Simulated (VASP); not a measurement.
# Si2C: single point with PBE

Si2C:

```
CELL_PARAMETERS angstrom
0.00000 0.00000 2.88431
5.06411 0.00000 0.00000
0.00000 5.06411 0.00000
ATOMIC_POSITIONS crystal
Si 0.00000 0.30453 0.30453
Si 0.50000 0.19547 0.80453
Si 0.00000 0.69547 0.69547
Si 0.50000 0.80453 0.19547
C 0.00000 0.00000 0.00000
C 0.50000 0.50000 0.50000
```

```
Program             : VASP 6.6.1
Task                : single point
Functional          : PBE
Potentials or basis : VASP PAW PBE potentials, release 64 (Si, C)
Cutoff              : 520 eV
k mesh              : 8 × 6 × 6
Occupations         : gaussian, width 0.1 eV
Spin                : no spin polarisation
```

The pressure is 0.5 GPa and the largest force is 0.052 eV/Å. The band gap on the k mesh is zero (band 12 reaches 11.83 eV, above the bottom of band 13 at 8.16 eV).

Forces on the atoms (eV/Å):
```
Si   0.037  0.037  0.000
Si  -0.037  0.037  0.000
Si  -0.037 -0.037  0.000
Si   0.037 -0.037  0.000
C    0.000  0.000  0.000
C    0.000  0.000  0.000
```

Stress tensor (GPa, compression positive):
```
-0.36  0.00  0.00
 0.00 -0.36  0.00
 0.00  0.00  2.29
```

Levels at points of the mesh, in eV from the Fermi level:
```tsv
k point	band 10	band 11	band 12	band 13	band 14	band 15
(0.00, 0.00, 0.00)	-3.25	-2.40	2.36	3.54	3.54	4.16
(0.50, 0.00, 0.00)	-1.54	-1.37	-1.37	-1.06	-1.06	-0.75
(0.00, 0.50, 0.00)	-2.11	-0.01	-0.01	0.84	0.84	3.47
(0.50, 0.50, 0.00)	-4.15	-2.78	-2.78	1.12	1.12	3.15
(0.00, 0.50, 0.50)	-2.79	0.24	0.24	0.31	0.31	3.66
(0.50, 0.50, 0.50)	-1.13	-0.92	-0.92	0.06	0.06	1.57
```

It took 75 s on 1 thread of AMD EPYC 7R43 64-Core Processor (Zen 3), on a shared host, peak memory 0.18 GiB.
